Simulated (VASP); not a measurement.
# MgS (sol) (F-43m) in VASP: notebook, part 2 of 2

VASP 6.6.1.

### Step 3. Relaxation of cell and atoms, PBEsol

This run uses another cell than the first one, of 22.19 Å³/atom, 0.983 times its volume.

INCAR reads:

```
SYSTEM = MgS
PREC = Accurate
ENCUT = 600
EDIFF = 1E-7
ISMEAR = 0
SIGMA = 0.02
LREAL = .FALSE.
LASPH = .TRUE.
NELM = 120
ALGO = Normal
ISIF = 3
LWAVE = .FALSE.
LCHARG = .FALSE.
GGA = PS
IBRION = 2
NSW = 100
EDIFFG = -0.002
GGA_COMPAT = .FALSE.
NELMIN = 4
```

KPOINTS reads:

```
regular mesh
0
G
  6 6 6
  0 0 0
```

POSCAR reads:

```
MgS
1.0
    0.0000000000      2.8100000000      2.8100000000
    2.8100000000      0.0000000000      2.8100000000
    2.8100000000      2.8100000000      0.0000000000
Mg S
1 1
Direct
    0.0000000000      0.0000000000      0.0000000000
    0.2500000000      0.2500000000      0.2500000000
```

Potentials or basis: VASP PAW PBE potentials, release 64 (Mg, S).

Command:

```bash
> cat potpaw_PBE.64/Mg/POTCAR potpaw_PBE.64/S/POTCAR > POTCAR
> mpirun -np 1 vasp_std > vasp.out
```

OUTCAR:

```text
SYSTEM = MgS
   PREC = Accurate
   ENCUT = 600
   EDIFF = 1E-7
   ISMEAR = 0
   LREAL = .FALSE.
   LASPH = .TRUE.
   NELM = 120
   ISIF = 3
   GGA = PS
   IBRION = 2
   NSW = 100
   EDIFFG = -0.002
   NELMIN = 4

 ion  position               nearest neighbor table
   1  0.000  0.000  0.000-   2 2.43   2 2.43   2 2.43   2 2.43
   2  0.250  0.250  0.250-   1 2.43   1 2.43   1 2.43   1 2.43

  LATTYP: Found a face centered cubic cell.
 ALAT       =     5.6200000000

  Lattice vectors:

 A1 = (   0.0000000000,   2.8100000000,   2.8100000000)
 A2 = (   2.8100000000,   0.0000000000,   2.8100000000)
 A3 = (   2.8100000000,   2.8100000000,   0.0000000000)

Analysis of symmetry for initial positions (statically):
=====================================================================
 Subroutine PRICEL returns:
 Original cell was already a primitive cell.

 Routine SETGRP: Setting up the symmetry group for a
 face centered cubic supercell.

 Subroutine GETGRP returns: Found 24 space group operations
 (whereof 24 operations were pure point group operations)
 out of a pool of 48 trial point group operations.

The static configuration has the point symmetry T_d .

Analysis of symmetry for dynamics (positions and initial velocities):
=====================================================================
 Subroutine PRICEL returns:
 Original cell was already a primitive cell.

 Routine SETGRP: Setting up the symmetry group for a
 face centered cubic supercell.

 Subroutine GETGRP returns: Found 24 space group operations
 (whereof 24 operations were pure point group operations)
 out of a pool of 48 trial point group operations.

The dynamic configuration has the point symmetry T_d .

 Subroutine INISYM returns: Found 24 space group operations
 (whereof 24 operations are pure point group operations),
 and found     1 'primitive' translations

----------------------------------------------------------------------------------------

                                     Primitive cell

  volume of cell :      44.3761

  direct lattice vectors                    reciprocal lattice vectors
     0.000000000  2.810000000  2.810000000    -0.177935943  0.177935943  0.177935943
     2.810000000  0.000000000  2.810000000     0.177935943 -0.177935943  0.177935943
     2.810000000  2.810000000  0.000000000     0.177935943  0.177935943 -0.177935943

  length of vectors
     3.973940110  3.973940110  3.973940110     0.308194094  0.308194094  0.308194094

  position of ions in fractional coordinates (direct lattice)
     0.000000000  0.000000000  0.000000000
     0.250000000  0.250000000  0.250000000

  ion indices of the primitive-cell ions
   primitive index   ion index
                 1           1
                 2           2

----------------------------------------------------------------------------------------

 KPOINTS: regular mesh

Automatic generation of k-mesh.
 Grid dimensions read from file:
 generate k-points for:    6    6    6

 Generating k-lattice:

  Cartesian coordinates                     Fractional coordinates (reciprocal lattice)
    -0.029655991  0.029655991  0.029655991     0.166666667  0.000000000  0.000000000
     0.029655991 -0.029655991  0.029655991     0.000000000  0.166666667  0.000000000
     0.029655991  0.029655991 -0.029655991     0.000000000  0.000000000  0.166666667

  Length of vectors
     0.051365682  0.051365682  0.051365682

  Shift w.r.t. Gamma in fractional coordinates (k-lattice)
     0.000000000  0.000000000  0.000000000

 Subroutine IBZKPT returns following result:
 ===========================================

 Found     16 irreducible k-points:

 Following reciprocal coordinates:
            Coordinates               Weight
  0.000000  0.000000  0.000000      1.000000
  0.166667  0.000000  0.000000      8.000000
  0.333333  0.000000  0.000000      8.000000
  0.500000  0.000000  0.000000      4.000000
  0.166667  0.166667  0.000000      6.000000
  0.333333  0.166667  0.000000     24.000000
[... 8 lines left out ...]
 -0.333333  0.333333  0.166667     24.000000
 -0.333333  0.500000  0.166667     12.000000
   k-points           NKPTS =     16   k-points in BZ     NKDIM =     16   number of bands    NBANDS=      8
   number of dos      NEDOS =    301   number of ions     NIONS =      2
   total plane-waves  NPLWV =  32768
   dimension x,y,z NGX =    32 NGY =   32 NGZ =   32
   dimension x,y,z NGXF=    64 NGYF=   64 NGZF=   64
   ions per type =               1   1
   NGX,Y,Z   is equivalent  to a cutoff of  13.39, 13.39, 13.39 a.u.
   NGXF,Y,Z  is equivalent  to a cutoff of  26.77, 26.77, 26.77 a.u.
 SYSTEM =  MgS
   PREC   = accura    normal or accurate (medium, high low for compatibility)
   ISTART =      0    job   : 0-new  1-cont  2-samecut
   ICHARG =      2    charge: 1-file 2-atom 10-const
   ISPIN  =      1    spin polarized calculation?
   LNONCOLLINEAR =      F non collinear calculations
   LSORBIT =      F    spin-orbit coupling
   LASPH  =      T    aspherical Exc in radial PAW
   ENCUT  =  600.0 eV  44.10 Ry    6.64 a.u.   7.94  7.94  7.94*2*pi/ulx,y,z
   NELM   =    120;   NELMIN=  4; NELMDL= -5     # of ELM steps
   EDIFF  = 0.1E-06   stopping-criterion for ELM
   LREAL  =      F    real-space projection
   EDIFFG = -.2E-02   stopping-criterion for IOM
   NSW    =    100    number of steps for IOM
   IBRION =      2    ionic relax: 0-MD 1-quasi-New 2-CG
   NFREE  =      1    steps in history (QN), initial steepest desc. (CG)
   ISIF   =      3    stress and relaxation
   ISYM   =      2    0-nonsym 1-usesym 2-fastsym
   POTIM  = 0.5000    time-step for ionic-motion
   TEBEG  =    0.0;   TEEND  =   0.0 temperature during run
   PSTRESS=    0.0 pullay stress
   NELECT =       8.0000    total number of electrons
   NUPDOWN=      -1.0000    fix difference up-down
   EMIN   =  10.00;   EMAX   =-10.00  energy-range for DOS
   EFERMI =   0.00;   METHOD = LEGACY
   ISMEAR =     0;   SIGMA  =   0.02  broadening in eV -4-tet -1-fermi 0-gaus
   EFERMI_NEDOS =   21; number of points for ismear=-14 and -15
   IALGO  =     38    algorithm
   IMIX   =      4    mixing-type and parameters
     AMIX     =   0.40;   BMIX     =  1.00
     AMIX_MAG =   1.60;   BMIX_MAG =  1.00
  volume/ion in A,a.u.               =      22.19       149.73
  Fermi-wavevector in a.u.,A,eV,Ry     =   0.924816  1.747648 11.636845  0.855284
  Thomas-Fermi vector in A             =   2.050602
   LORBIT       =      0    0 simple, 1 ext, 2 COOP (PROOUT), +10 PAW based schemes
   GGA     = PS    functional components
   LHFCALC =     F    Hartree Fock is set to
   AEXX    =    0.0000 exact exchange contribution
   IVDW    =     0    specifies the selected vdW correction
   LEPSILON=     F    determine dielectric tensor
   LRPA    =     F    only Hartree local field effects (RPA)
 conjugate gradient relaxation of ions
 non-spin polarized calculation
 Gauss-broadening in eV      SIGMA  =   0.02
  energy-cutoff  :      600.00
  volume of cell :       44.38
 maximum number of plane-waves:      1492
   NGX = 15   NGY = 15   NGZ = 15

--------------------------------------- Ionic step        1  -------------------------------------------

 number of electron       7.9999999 magnetization

 Free energy of the ion-electron system (eV)
  ---------------------------------------------------
  ext. energy  EPLUGINS =         0.00000000
  ---------------------------------------------------
  free energy    TOTEN  =        -8.91536484 eV

  energy without entropy =       -8.91536484  energy(sigma->0) =       -8.91536484

------------------------ aborting loop because EDIFF is reached ----------------------------------------

  FORCE on cell =-STRESS in cart. coord.  units (eV):
  Direction    XX          YY          ZZ          XY          YZ          ZX
  --------------------------------------------------------------------------------------
  -------------------------------------------------------------------------------------
  Total        0.2647919      0.2647919      0.2647919      0.0000000      0.0000000     -0.0000000
  in kB        9.5601873      9.5601873      9.5601873      0.0000000      0.0000000     -0.0000000
  external PRESSURE =       9.5601873 kB  Pullay stress =       0.0000000 kB
[... 57 lines left out ...]
  energy  without entropy=       -8.9173482196  energy(sigma->0) =       -8.91734822

--------------------------------------- Ionic step        3  -------------------------------------------

 number of electron       8.0000000 magnetization

 Free energy of the ion-electron system (eV)
  ---------------------------------------------------
  ext. energy  EPLUGINS =         0.00000000
  ---------------------------------------------------
  free energy    TOTEN  =        -8.91743824 eV

  energy without entropy =       -8.91743824  energy(sigma->0) =       -8.91743824

 E-fermi :   1.1694     XC(G=0):  -8.6016

 val. band max:        1.0422765083   @ k =   0.0000   0.0000   0.0000
 cond. band min:       4.3698748755   @ k =   0.0000   0.0000   0.0000
 fundamental gap:      3.3275983673
 Fermi energy:         1.1693869684

 k-point     1 :       0.0000    0.0000    0.0000
  band No.  band energies     occupation
      1     -10.2484      2.00000
      2       1.0423      2.00000
      3       1.0423      2.00000
      4       1.0423      2.00000
      5       4.3699      0.00000
      6       8.9312      0.00000
      7       8.9312      0.00000
      8       8.9312      0.00000
[... 192 lines left out ...]
  FREE ENERGIE OF THE ION-ELECTRON SYSTEM (eV)
  ---------------------------------------------------
  free  energy   TOTEN  =        -8.9174382404 eV

  energy  without entropy=       -8.9174382404  energy(sigma->0) =       -8.91743824

 reached required accuracy - stopping structural energy minimisation
```

CONTCAR:

```text
MgS
   1.00000000000000
     0.0000000000000000    2.8248063186913481    2.8248063186913481
     2.8248063186913481    0.0000000000000000    2.8248063186913481
     2.8248063186913481    2.8248063186913481   -0.0000000000000000
  Mg              S
     1     1
Direct
     0.0000000000000000    0.0000000000000000    0.0000000000000000
     0.2500000000000000    0.2500000000000000    0.2500000000000000

  0.00000000E+00  0.00000000E+00  0.00000000E+00
  0.00000000E+00  0.00000000E+00  0.00000000E+00
```

Run time: 35 s. Hardware: 1 thread of Intel Xeon 8259CL, shared host; peak memory 0.18 GiB.

Results:

| Quantity | Value |
| --- | --- |
| Free energy | -8.9174 eV |
| Relaxed volume | 22.54 Å³/atom |
| Relaxed cell | a = 3.995 Å, b = 3.995 Å, c = 3.995 Å, α = 60.00°, β = 60.00°, γ = 60.00° |
| Space group after relaxing (to 0.05 Å) | F-43m (No. 216) |
| Energy gained by relaxing | 1.0 meV/atom |
| Ionic steps | 3 |
| Pressure after relaxing | 0.0 GPa |
| Band gap on the k mesh | 3.33 eV, direct |

The path:
```tsv
step	energy change (eV)	largest force (eV/Å)	pressure (GPa)	volume (Å³)
1	0.0000	0.0000	0.96	44.38
2	-0.0020	0.0000	-0.19	45.23
3	-0.0021	0.0000	0.00	45.08
```

Final structure:
```
CELL_PARAMETERS angstrom
0.00000 2.82481 2.82481
2.82481 0.00000 2.82481
2.82481 2.82481 0.00000
ATOMIC_POSITIONS crystal
Mg 0.00000 0.00000 0.00000
S 0.25000 0.25000 0.25000
```

Levels at points of the mesh, in eV from the valence-band top:
| k point | band 1 | band 2 | band 3 | band 4 | band 5 | band 6 | band 7 | band 8 |
| --- | --- | --- | --- | --- | --- | --- | --- | --- |
| (0.00, 0.00, 0.00) | -11.29 | 0.00 | 0.00 | 0.00 | 3.33 | 7.89 | 7.89 | 7.89 |
| (0.50, 0.00, 0.00) | -10.59 | -3.21 | -0.33 | -0.33 | 5.02 | 7.55 | 7.55 | 8.45 |
| (0.50, 0.50, 0.00) | -10.36 | -2.87 | -1.06 | -1.06 | 3.70 | 5.55 | 11.09 | 12.21 |

Caveat: the PAW data sets were made with another functional, which shifts forces and pressure a little. A k mesh can miss the band edges.
